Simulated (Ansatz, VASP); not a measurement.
Al12NO in VASP and in Ansatz

The input INCAR:

```
  PREC = Accurate
  ENCUT = 520
  EDIFF = 1E-7
  ISMEAR = 0
  SIGMA = 0.1
  LREAL = False
  LASPH = True
  NELM = 150
  ALGO = Normal
  ISIF = 2
  LWAVE = False
  LCHARG = False
  ISPIN = 2
  MAGMOM = 0 0 0 0 0 0 0 0 0 0 0 0 1 0
  LORBIT = 11
  LDIPOL = True
  IDIPOL = 3
  DIPOL = 0.5 0.5 0.293
  GGA = PE
  NBANDS = 40
```

KPOINTS

```
Automatic mesh
0
Gamma
  5 5 1
```

File POSCAR:

```
Al12NO
1.0
    5.7143028096      0.0000000000      0.0000000000
    0.0000000000      5.7143028096      0.0000000000
    0.0000000000      0.0000000000     22.1750227966
Al N O
12 1 1
Direct
    0.2500000000      0.2500000000      0.1803831291
    0.2500000000      0.7500000000      0.1803831291
    0.7500000000      0.2500000000      0.1803831291
    0.7500000000      0.7500000000      0.1803831291
    0.0000000000      0.0000000000      0.2744094953
    0.0000000000      0.5000000000      0.2744094953
    0.5000000000      0.0000000000      0.2744094953
    0.5000000000      0.5000000000      0.2744094953
    0.2500000000      0.2500000000      0.3686590481
    0.2500000000      0.7500000000      0.3686590481
    0.7500000000      0.2500000000      0.3686590481
    0.7500000000      0.7500000000      0.3686590481
    0.2322508010      0.5000000000      0.4047356740
    0.7677491990      0.5000000000      0.4047356740
```

Input for Ansatz:

```yaml
crystal:
  lattice:
    - [5.7143028096, 0.0, 0.0]
    - [0.0, 5.7143028096, 0.0]
    - [0.0, 0.0, 22.1750227966]
  atoms:
    - { symbol: Al, position: [0.25, 0.25, 0.1803831291] }
    - { symbol: Al, position: [0.25, 0.75, 0.1803831291] }
    - { symbol: Al, position: [0.75, 0.25, 0.1803831291] }
    - { symbol: Al, position: [0.75, 0.75, 0.1803831291] }
    - { symbol: Al, position: [0.0, 0.0, 0.2744094953] }
    - { symbol: Al, position: [0.0, 0.5, 0.2744094953] }
    - { symbol: Al, position: [0.5, 0.0, 0.2744094953] }
    - { symbol: Al, position: [0.5, 0.5, 0.2744094953] }
    - { symbol: Al, position: [0.25, 0.25, 0.3686590481] }
    - { symbol: Al, position: [0.25, 0.75, 0.3686590481] }
    - { symbol: Al, position: [0.75, 0.25, 0.3686590481] }
    - { symbol: Al, position: [0.75, 0.75, 0.3686590481] }
    - { symbol: "N", position: [0.232250801, 0.5, 0.404735674], spin: 1.0 }
    - { symbol: O, position: [0.767749199, 0.5, 0.404735674] }
basis:
  ecutwfc: 420
kpoints:
  mp_grid: { grid: [5, 5, 1] }
hamiltonian:
  xc: pbe
scf:
  occupations: { method: gaussian, width: 0.1 }
output:
  forces: true
  eigenvalues: true
  populations: true
magnetization:
  spin_polarized: true
efield:
  axis: 3
  dipole_correction: true
  ramp_width: 0.04
```

Alike in both runs: task single point; functional PBE; k mesh 5 × 5 × 1; occupations gaussian, width 0.1 eV; collinear spin.

|  | VASP | Ansatz |
| --- | --- | --- |
| version | VASP 6.6.1 | Ansatz 0.2.0 |
| potentials or method | VASP PAW PBE potentials, release 64 (Al, N, O), cutoff 520 eV | scalar-relativistic, plane waves, PAW |
| valence electrons in the cell | 47 | 47 |

```tsv
	VASP	Ansatz	Ansatz less VASP
gap on the k mesh at the Fermi level (eV)	none	none	-
rms of the force components (eV/Å)	1.306	1.283	-0.0235
net moment per atom (μB)	0.00	0.00	0.000
```

Atom by atom the forces differ by 0.026 eV/Å (rms over components). A gap of «none» marks a metal or a gap that the smearing closes. Ansatz's warnings: seeded moment not kept.
